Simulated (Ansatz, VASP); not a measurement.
One calculation of NaI, two programs

File POSCAR:

```
NaI
1.0
    0.0000000000      3.2297205588      3.2297205588
    3.2297205588      0.0000000000      3.2297205588
    3.2297205588      3.2297205588      0.0000000000
Na I
1 1
Direct
    0.0000000000      0.0000000000      0.0000000000
    0.5000000000      0.5000000000      0.5000000000
```

The input INCAR.step1:

```
SYSTEM = NaI
PREC = Accurate ; ENCUT = 520
ISMEAR = 0 ; SIGMA = 0.01
LREAL = .FALSE. ; LASPH = .TRUE.
NELM = 80 ; NBANDS = 14
GGA = PE ; ALGO = Normal
EDIFF = 1E-4 ; LWAVE = .TRUE.
LCHARG = .FALSE.
```

The input INCAR.step2:

```
SYSTEM = NaI
PREC = Accurate ; ENCUT = 520
EDIFF = 1E-6 ; ISMEAR = 0
SIGMA = 0.01 ; LREAL = .FALSE.
LASPH = .TRUE. ; NELM = 80
ALGO = Normal ; ISIF = 2
LWAVE = .FALSE. ; LCHARG = .FALSE.
METAGGA = R2SCAN ; LMIXTAU = .TRUE.
NBANDS = 14 ; ISTART = 1
```

Contents of KPOINTS:

```
regular mesh
0
G
  8 8 8
  0 0 0
```

Input for Ansatz:

```yaml
crystal:
  lattice:
    - [0.0, 3.2297205588, 3.2297205588]
    - [3.2297205588, 0.0, 3.2297205588]
    - [3.2297205588, 3.2297205588, 0.0]
  atoms:
    - { symbol: Na, position: [0.0, 0.0, 0.0] }
    - { symbol: I, position: [0.5, 0.5, 0.5] }
kpoints:
  mp_grid: { grid: [8, 8, 8] }
  band_path:
    path:
      - [0.0, 0.0, 0.0]
      - [0.5, 0.0, 0.5]
      - [0.625, 0.25, 0.625]
      - [0.375, 0.375, 0.75]
      - [0.5, 0.5, 0.5]
      - [0.5, 0.25, 0.75]
    npoints: 1
hamiltonian:
  xc: r2scan
scf:
  occupations: { method: fixed }
  n_extra_bands: 4
output:
  forces: true
  stress: true
  eigenvalues: true
```

Alike in both runs: task single point; functional r2SCAN; k mesh 8 × 8 × 8; no spin polarisation.

|  | VASP | Ansatz |
| --- | --- | --- |
| version | VASP 6.6.1 | Ansatz 0.2.0 |
| potentials or method | VASP PAW PBE potentials, release 64 (Na_pv, I) | plane waves, PAW |
| plane-wave cutoff (eV) | 520 | 500 |
| occupations | gaussian, width 0.01 eV | fixed |
| valence electrons in the cell | 14 | 26 |

```tsv
	VASP	Ansatz	Ansatz less VASP
gap on the k mesh at the Fermi level (eV)	4.46	4.45	-0.009
pressure (GPa)	-0.1	0.0	+0.09
```

VASP's potentials were made for PBE, not for r2SCAN. VASP's potentials hold 14 valence electrons a cell and Ansatz's 26, so a difference there can come from the potentials and not from the codes.

Spin-orbit coupling is off throughout.
